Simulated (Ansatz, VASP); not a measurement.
# Ni in VASP and in Ansatz

```
CELL_PARAMETERS angstrom
0.00000 1.78550 1.78550
1.78550 0.00000 1.78550
1.78550 1.78550 0.00000
ATOMIC_POSITIONS crystal
Ni 0.00000 0.00000 0.00000
```

Change from the starting cell: parallel moments scaled by 0.1, free total moment.

Alike in both runs: task single point; functional PBE; k mesh 12 × 12 × 12; occupations fermi-dirac, width 0.1 eV; collinear spin.

|  | VASP | Ansatz |
| --- | --- | --- |
| version | VASP 6.6.1 | Ansatz 0.2.0 |
| potentials or method | VASP PAW PBE potentials, release 64 (Ni), cutoff 520 eV | PAW, plane waves, scalar-relativistic |
| valence electrons in the cell | 10 | 18 |

```csv
,VASP,Ansatz,Ansatz less VASP
pressure (GPa),-7.4,-7.4,0.00
net moment per atom (μB),0.65,0.67,+0.018
size of the moment on the site where the two differ most (μB),0.67,0.71,+0.043
```

Site moments also hang on the region over which each program counts them. The functional is the same, so the differences come from potentials, cutoffs and numerics. VASP's potentials hold 10 valence electrons a cell and Ansatz's 18, so a difference there can come from the potentials and not from the codes.
